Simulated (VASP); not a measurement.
# SnSe2 (P6mm) in VASP: further runs

The runs below take SnSe2 through single point, with PBE.

Everything below comes from runs of VASP 6.6.1. Logs are shortened: lines on timing, memory, paths and dates and some standing lists are left out, and cuts for length are marked.

## Step 1: The cell of the first run

It takes space group P6mm (No. 183, hexagonal). The conventional cell has a = 5.586 Å, b = 5.586 Å, c = 5.834 Å, α = 90.00°, β = 90.00°, γ = 120.00°. Within 4.1 Å of Sn (site symmetry 3m) lie 9 Se at 3.10 to 3.57 Å and 3 Sn at 3.23 Å. Se (site symmetry 2mm) has 4 Se at 2.79 Å and 4 Sn at 3.10 to 3.57 Å within 3.7 Å. Se (site symmetry 6mm) has 6 Sn at 3.24 Å and 12 Se at 3.98 to 4.10 Å within 4.3 Å.

## Step 2: Single point, PBE

Contents of INCAR:

```
SYSTEM = SnSe2
PREC = Accurate ; ENCUT = 520
EDIFF = 1E-7 ; ISMEAR = 0
SIGMA = 0.1 ; LREAL = .False.
LASPH = .True. ; NELM = 60
ALGO = Normal ; ISIF = 2
LWAVE = .False. ; LCHARG = .True.
GGA = PE ; LELF = .True.
LVHAR = .True. ; NBANDS = 35
```

Contents of KPOINTS:

```
Automatic mesh
0
Gamma
  6 6 4
  0 0 0
```

Contents of POSCAR:

```
SnSe2
1.0
    5.5860923701      0.0000000000      0.0000000000
   -2.7930461850      4.8376979004      0.0000000000
    0.0000000000      0.0000000000      5.8337679893
Sn Se
2 4
Direct
    0.3333333333      0.6666666667      0.9278466710
    0.6666666667      0.3333333333      0.9278466710
    0.5000000000      0.0000000000      0.3816816974
    0.0000000000      0.5000000000      0.3816816974
    0.5000000000      0.5000000000      0.3816816974
    0.0000000000      0.0000000000      0.8677667559
```

Potentials or basis: VASP PAW PBE potentials, release 64 (Sn_d, Se).

Launch:

```
> cat potpaw_PBE.64/Sn_d/POTCAR potpaw_PBE.64/Se/POTCAR > POTCAR
> mpirun -np 1 vasp_std > vasp.out
```

OUTCAR:

```text
SYSTEM = SnSe2
   PREC = Accurate
   ENCUT = 520
   EDIFF = 1E-7
   ISMEAR = 0
   LREAL = .False.
   LASPH = .True.
   NELM = 60
   ISIF = 2
   GGA = PE

 ion  position               nearest neighbor table
   1  0.333  0.667  0.928-   3 3.10   4 3.10   5 3.10   2 3.23   2 3.23   2 3.23   6 3.24   6 3.24
                             6 3.24
   2  0.667  0.333  0.928-   3 3.10   4 3.10   5 3.10   1 3.23   1 3.23   1 3.23   6 3.24   6 3.24
                             6 3.24
   3  0.500  0.000  0.382-   5 2.79   5 2.79   4 2.79   4 2.79   1 3.10   2 3.10
   4  0.000  0.500  0.382-   5 2.79   5 2.79   3 2.79   3 2.79   1 3.10   2 3.10
   5  0.500  0.500  0.382-   3 2.79   3 2.79   4 2.79   4 2.79   1 3.10   2 3.10
   6  0.000  0.000  0.868-   1 3.24   2 3.24   1 3.24   2 3.24   2 3.24   1 3.24

  LATTYP: Found a hexagonal cell.
 ALAT       =     5.5860923701
 C/A-ratio  =     1.0443379026

  Lattice vectors:

 A1 = (   5.5860923701,   0.0000000000,   0.0000000000)
 A2 = (  -2.7930461850,   4.8376979004,   0.0000000000)
 A3 = (   0.0000000000,   0.0000000000,   5.8337679893)

Analysis of symmetry for initial positions (statically):
=====================================================================
 Subroutine PRICEL returns:
 Original cell was already a primitive cell.

 Routine SETGRP: Setting up the symmetry group for a
 hexagonal supercell.

 Subroutine GETGRP returns: Found 12 space group operations
 (whereof 12 operations were pure point group operations)
 out of a pool of 24 trial point group operations.

The static configuration has the point symmetry C_6v.

Analysis of symmetry for dynamics (positions and initial velocities):
=====================================================================
 Subroutine PRICEL returns:
 Original cell was already a primitive cell.

 Routine SETGRP: Setting up the symmetry group for a
 hexagonal supercell.

 Subroutine GETGRP returns: Found 12 space group operations
 (whereof 12 operations were pure point group operations)
 out of a pool of 24 trial point group operations.

The dynamic configuration has the point symmetry C_6v.

 Subroutine INISYM returns: Found 12 space group operations
 (whereof 12 operations are pure point group operations),
 and found     1 'primitive' translations

----------------------------------------------------------------------------------------

                                     Primitive cell

  volume of cell :     157.6507

  direct lattice vectors                    reciprocal lattice vectors
     5.586092370  0.000000000  0.000000000     0.179016016  0.103354945  0.000000000
    -2.793046185  4.837697900  0.000000000     0.000000000  0.206709890  0.000000000
     0.000000000  0.000000000  5.833767989     0.000000000  0.000000000  0.171415799

  length of vectors
     5.586092370  5.586092370  5.833767989     0.206709890  0.206709890  0.171415799

  position of ions in fractional coordinates (direct lattice)
     0.333333333  0.666666667  0.927846671
     0.666666667  0.333333333  0.927846671
     0.500000000  0.000000000  0.381681697
     0.000000000  0.500000000  0.381681697
     0.500000000  0.500000000  0.381681697
     0.000000000  0.000000000  0.867766756

  ion indices of the primitive-cell ions
   primitive index   ion index
                 1           1
                 2           2
                 3           3
                 4           4
                 5           5
                 6           6

----------------------------------------------------------------------------------------

 KPOINTS: Automatic mesh

Automatic generation of k-mesh.
 Grid dimensions read from file:
 generate k-points for:    6    6    4

 Generating k-lattice:

  Cartesian coordinates                     Fractional coordinates (reciprocal lattice)
     0.029836003  0.017225824  0.000000000     0.166666667  0.000000000  0.000000000
     0.000000000  0.034451648  0.000000000     0.000000000  0.166666667  0.000000000
     0.000000000  0.000000000  0.042853950     0.000000000  0.000000000  0.250000000

  Length of vectors
     0.034451648  0.034451648  0.042853950

  Shift w.r.t. Gamma in fractional coordinates (k-lattice)
     0.000000000  0.000000000  0.000000000

 Subroutine IBZKPT returns following result:
 ===========================================

 Found     21 irreducible k-points:

 Following reciprocal coordinates:
            Coordinates               Weight
  0.000000  0.000000  0.000000      1.000000
  0.166667 -0.000000  0.000000      6.000000
  0.333333  0.000000  0.000000      6.000000
  0.500000  0.000000  0.000000      3.000000
  0.166667  0.166667  0.000000      6.000000
  0.333333  0.166667  0.000000     12.000000
[... 13 lines left out ...]
  0.333333  0.166667  0.500000     12.000000
  0.333333  0.333333  0.500000      2.000000
   k-points           NKPTS =     21   k-points in BZ     NKDIM =     21   number of bands    NBANDS=     35
   number of dos      NEDOS =    301   number of ions     NIONS =      6
   total plane-waves  NPLWV =  84672
   dimension x,y,z NGX =    42 NGY =   42 NGZ =   48
   dimension x,y,z NGXF=    84 NGYF=   84 NGZF=   96
   ions per type =               2   4
   NGX,Y,Z   is equivalent  to a cutoff of  12.50, 12.50, 13.68 a.u.
   NGXF,Y,Z  is equivalent  to a cutoff of  25.00, 25.00, 27.36 a.u.
 SYSTEM =  SnSe2
   PREC   = accura    normal or accurate (medium, high low for compatibility)
   ISTART =      0    job   : 0-new  1-cont  2-samecut
   ICHARG =      2    charge: 1-file 2-atom 10-const
   ISPIN  =      1    spin polarized calculation?
   LNONCOLLINEAR =      F non collinear calculations
   LSORBIT =      F    spin-orbit coupling
   LASPH  =      T    aspherical Exc in radial PAW
   ENCUT  =  520.0 eV  38.22 Ry    6.18 a.u.  10.39 10.39 10.85*2*pi/ulx,y,z
   NELM   =     60;   NELMIN=  2; NELMDL= -5     # of ELM steps
   EDIFF  = 0.1E-06   stopping-criterion for ELM
   LREAL  =      F    real-space projection
   EDIFFG = 0.1E-05   stopping-criterion for IOM
   NSW    =      0    number of steps for IOM
   IBRION =     -1    ionic relax: 0-MD 1-quasi-New 2-CG
   NFREE  =      0    steps in history (QN), initial steepest desc. (CG)
   ISIF   =      2    stress and relaxation
   ISYM   =      2    0-nonsym 1-usesym 2-fastsym
   POTIM  = 0.5000    time-step for ionic-motion
   TEBEG  =    0.0;   TEEND  =   0.0 temperature during run
   PSTRESS=    0.0 pullay stress
   NELECT =      52.0000    total number of electrons
   NUPDOWN=      -1.0000    fix difference up-down
   EMIN   =  10.00;   EMAX   =-10.00  energy-range for DOS
   EFERMI =   0.00;   METHOD = LEGACY
   ISMEAR =     0;   SIGMA  =   0.10  broadening in eV -4-tet -1-fermi 0-gaus
   EFERMI_NEDOS =   21; number of points for ismear=-14 and -15
   IALGO  =     38    algorithm
   IMIX   =      4    mixing-type and parameters
     AMIX     =   0.40;   BMIX     =  1.00
     AMIX_MAG =   1.60;   BMIX_MAG =  1.00
  volume/ion in A,a.u.               =      26.28       177.31
  Fermi-wavevector in a.u.,A,eV,Ry     =   1.131125  2.137516 17.407890  1.279444
  Thomas-Fermi vector in A             =   2.267823
   LORBIT       =      0    0 simple, 1 ext, 2 COOP (PROOUT), +10 PAW based schemes
   GGA     = PE    functional components
   LHFCALC =     F    Hartree Fock is set to
   AEXX    =    0.0000 exact exchange contribution
   IVDW    =     0    specifies the selected vdW correction
   LEPSILON=     F    determine dielectric tensor
   LRPA    =     F    only Hartree local field effects (RPA)
 non-spin polarized calculation
 Gauss-broadening in eV      SIGMA  =   0.10
  energy-cutoff  :      520.00
  volume of cell :      157.65
 maximum number of plane-waves:      4276
 NGX is ok and might be reduce to    42
   NGX = 21   NGY = 21   NGZ = 21

 number of electron      51.9999994 magnetization

 Free energy of the ion-electron system (eV)
  ---------------------------------------------------
  ext. energy  EPLUGINS =         0.00000000
  ---------------------------------------------------
  free energy    TOTEN  =       -21.20027322 eV

  energy without entropy =      -21.15556896  energy(sigma->0) =      -21.17792109

 E-fermi :   4.8388     XC(G=0):  -9.5940

 val. band max:        4.8164179667   @ k =   0.3333   0.0000   0.0000
 cond. band min:       4.8418558674   @ k =   0.3333   0.0000   0.0000
 fundamental gap:      0.0254379007
 Fermi energy:         4.8387722803

 k-point     1 :       0.0000    0.0000    0.0000
  band No.  band energies     occupation
      1     -17.0875      2.00000
      2     -17.0434      2.00000
      3     -17.0434      2.00000
      4     -17.0342      2.00000
      5     -17.0342      2.00000
      6     -16.9956      2.00000
[... 27 lines left out ...]
     34       9.6310      0.00000
     35       9.6310      0.00000

 k-point     2 :       0.1667   -0.0000    0.0000
  band No.  band energies     occupation
      1     -17.0859      2.00000
      2     -17.0474      2.00000
      3     -17.0465      2.00000
      4     -17.0436      2.00000
      5     -17.0407      2.00000
      6     -16.9958      2.00000
[... 27 lines left out ...]
     34       9.7339      0.00000
     35       9.7599      0.00000

 k-point     3 :       0.3333    0.0000    0.0000
  band No.  band energies     occupation
      1     -17.0827      2.00000
      2     -17.0650      2.00000
      3     -17.0626      2.00000
      4     -17.0460      2.00000
      5     -17.0348      2.00000
      6     -17.0021      2.00000
[... 27 lines left out ...]
     34       9.4672      0.00000
     35      10.6038      0.00000

 k-point     4 :       0.5000    0.0000    0.0000
  band No.  band energies     occupation
      1     -17.0812      2.00000
      2     -17.0720      2.00000
      3     -17.0693      2.00000
      4     -17.0470      2.00000
      5     -17.0307      2.00000
      6     -17.0064      2.00000
[... 27 lines left out ...]
     34       9.0234      0.00000
     35      11.6847      0.00000

 k-point     5 :       0.1667    0.1667    0.0000
  band No.  band energies     occupation
      1     -17.0838      2.00000
      2     -17.0618      2.00000
      3     -17.0584      2.00000
      4     -17.0459      2.00000
      5     -17.0360      2.00000
      6     -17.0008      2.00000
[... 524 lines left out ...]
 k-point    19 :       0.1667    0.1667    0.5000
  band No.  band energies     occupation
      1     -17.0822      2.00000
      2     -17.0616      2.00000
      3     -17.0582      2.00000
      4     -17.0467      2.00000
      5     -17.0367      2.00000
      6     -17.0011      2.00000
[... 27 lines left out ...]
     34       9.6690      0.00000
     35      10.8856      0.00000

 k-point    20 :       0.3333    0.1667    0.5000
  band No.  band energies     occupation
      1     -17.0839      2.00000
      2     -17.0704      2.00000
      3     -17.0671      2.00000
      4     -17.0486      2.00000
      5     -17.0292      2.00000
      6     -17.0088      2.00000
[... 27 lines left out ...]
     34       9.3265      0.00000
     35      11.4869      0.00000

 k-point    21 :       0.3333    0.3333    0.5000
  band No.  band energies     occupation
      1     -17.0883      2.00000
      2     -17.0697      2.00000
      3     -17.0697      2.00000
      4     -17.0498      2.00000
      5     -17.0190      2.00000
      6     -17.0190      2.00000
[... 27 lines left out ...]
     34      10.1444      0.00000
     35      11.0430      0.00000

------------------------ aborting loop because EDIFF is reached ----------------------------------------

  FORCE on cell =-STRESS in cart. coord.  units (eV):
  Direction    XX          YY          ZZ          XY          YZ          ZX
  --------------------------------------------------------------------------------------
  -------------------------------------------------------------------------------------
  Total        0.0229957      0.0229957      0.0840121      0.0000000      0.0000000      0.0000000
  in kB        0.2337009      0.2337009      0.8538006      0.0000000      0.0000000      0.0000000
  external PRESSURE =       0.4404008 kB  Pullay stress =       0.0000000 kB

 VOLUME and BASIS-vectors are now :
 -----------------------------------------------------------------------------
  energy-cutoff  :      520.00
  volume of cell :      157.65
      direct lattice vectors                 reciprocal lattice vectors
     5.586092370  0.000000000  0.000000000     0.179016016  0.103354945  0.000000000
    -2.793046185  4.837697900  0.000000000     0.000000000  0.206709890  0.000000000
     0.000000000  0.000000000  5.833767989     0.000000000  0.000000000  0.171415799

 POSITION                                       TOTAL-FORCE (eV/Angst)
 -----------------------------------------------------------------------------------
     -0.00000      3.22513      5.41284         0.000000     -0.000000     -0.002158
      2.79305      1.61257      5.41284        -0.000000      0.000000     -0.002158
      2.79305      0.00000      2.22664         0.000000      0.000000      0.000973
     -1.39652      2.41885      2.22664         0.000000      0.000000      0.000973
      1.39652      2.41885      2.22664         0.000000      0.000000      0.000973
      0.00000      0.00000      5.06235         0.000000      0.000000      0.001398
 -----------------------------------------------------------------------------------
    total drift:                               -0.000000     -0.000000      0.000044

  FREE ENERGIE OF THE ION-ELECTRON SYSTEM (eV)
  ---------------------------------------------------
  free  energy   TOTEN  =       -21.2002732198 eV

  energy  without entropy=      -21.1555689592  energy(sigma->0) =      -21.17792109
```

Wall time 57 s (1 thread of Intel Xeon 6975P-C (Granite Rapids), shared host); peak memory 0.32 GiB.

Results:

* Free energy: -21.2003 eV
* Pressure: 0.0 GPa
* Band gap on the k mesh: zero (band 26 reaches 5.72 eV, above the bottom of band 27 at 4.35 eV)

Forces on the atoms (eV/Å):
```
Sn   0.000  0.000 -0.002
Sn   0.000  0.000 -0.002
Se   0.000  0.000  0.001
Se   0.000  0.000  0.001
Se   0.000  0.000  0.001
Se   0.000  0.000  0.001
```

Levels at points of the mesh, in eV from the Fermi level:
```tsv
k point	band 23	band 24	band 25	band 26	band 27	band 28	band 29	band 30
(0.00, 0.00, 0.00)	-2.02	-2.02	-0.84	-0.84	-0.49	0.83	2.23	3.13
(0.50, 0.00, 0.00)	-1.78	-1.63	-1.47	-0.88	-0.15	1.11	1.70	2.92
(0.00, 0.00, 0.50)	-2.62	-2.51	-1.63	0.87	1.16	1.16	2.24	3.17
(0.50, 0.00, 0.50)	-1.55	-1.54	-0.93	-0.50	-0.27	0.90	0.92	2.10
```

Caveat: spin-orbit coupling is left out, which moves the levels of the heavy elements.

(Part 1 of 2 ends here.)
